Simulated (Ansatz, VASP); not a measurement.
Two plane-wave programs on SrTiO3

```
Sr Ti O
1.0
     3.90685    0.00000    0.00000
     0.00000    3.90685    0.00000
     0.00000    0.00000    3.90685
Sr Ti O
1 1 3
Direct
  0.00000 0.00000 0.00000
  0.50000 0.50000 0.50000
  0.50000 0.00000 0.50000
  0.50000 0.50000 0.00000
  0.00000 0.50000 0.50000
```

Alike in both runs: task single point; functional r2SCAN; k mesh 6 × 6 × 6; no spin polarisation.

|  | VASP | Ansatz |
| --- | --- | --- |
| version | VASP 6.6.1 | Ansatz 0.2.0 |
| potentials or method | VASP PAW PBE potentials, release 64 (Sr_sv, Ti_sv, O) | plane waves, PAW |
| plane-wave cutoff (eV) | 520 | 500 |
| occupations | gaussian, width 0.01 eV | fixed |
| valence electrons in the cell | 40 | 40 |

|  | VASP | Ansatz | Ansatz less VASP |
| --- | --- | --- | --- |
| gap on the k mesh at the Fermi level (eV) | 2.27 | 2.26 | -0.012 |
| pressure (GPa) | 0.9 | 0.0 | -0.92 |

VASP's potentials were made for PBE, not for r2SCAN.
